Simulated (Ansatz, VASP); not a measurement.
## Sr: VASP beside Ansatz

The input INCAR:

```
PREC = Accurate
ENCUT = 600
EDIFF = 1E-6
ISMEAR = 0
SIGMA = 0.1
LREAL = False
LASPH = True
NELM = 100
ALGO = Normal
ISIF = 3
LWAVE = False
LCHARG = False
GGA = PE
IBRION = 2
NSW = 100
EDIFFG = -0.005
```

Contents of KPOINTS:

```
Automatic mesh
0
Gamma
  12 12 4
```

File POSCAR:

```
Sr
1.0
    4.3012039437      0.0000000000      0.0000000000
   -2.1506019719      3.7249518821      0.0000000000
    0.0000000000      0.0000000000     14.1848241900
Sr
4
Direct
    0.0000000000      0.0000000000      0.0000000000
    0.3333333300      0.6666666700      0.2500000000
    0.0000000000      0.0000000000      0.5000000000
    0.6666666700      0.3333333300      0.7500000000
```

Input for Ansatz:

```yaml
crystal:
  lattice:
    - [4.3012039437, 0.0, 0.0]
    - [-2.1506019719, 3.7249518821, 0.0]
    - [0.0, 0.0, 14.18482419]
  atoms:
    - { symbol: Sr, position: [0.0, 0.0, 0.0] }
    - { symbol: Sr, position: [0.33333333, 0.66666667, 0.25] }
    - { symbol: Sr, position: [0.0, 0.0, 0.5] }
    - { symbol: Sr, position: [0.66666667, 0.33333333, 0.75] }
basis:
  ecutwfc: 420
kpoints:
  mp_grid: { grid: [12, 12, 4] }
hamiltonian:
  xc: pbe
scf:
  occupations: { method: gaussian, width: 0.1 }
output:
  forces: true
  stress: true
  eigenvalues: true
relax:
  adjacent_minimum: "off"
  f_tol: 0.005
  max_steps: 80
  cell: { stress_tol: 0.05 }
```

Alike in both runs: task relaxation of cell and atoms; functional PBE; k mesh 12 × 12 × 4; occupations gaussian, width 0.1 eV; no spin polarisation.

|  | VASP | Ansatz |
| --- | --- | --- |
| version | VASP 6.6.1 | Ansatz 0.2.0 |
| potentials or method | VASP PAW PBE potentials, release 64 (Sr_sv), cutoff 600 eV | scalar-relativistic, plane waves, PAW |
| valence electrons in the cell | 40 | 40 |

|  | VASP | Ansatz | Ansatz less VASP |
| --- | --- | --- | --- |
| gap on the k mesh at the Fermi level, each at its own relaxed structure (eV) | none | none | - |
| relaxed volume (Å³/atom) | 55.10 | 54.99 | -0.114 |
| relaxed length of the cell vector where the two differ most in proportion (Å) | 4.266 | 4.263 | -0.0035 |

A gap of «none» marks a metal or a gap that the smearing closes.
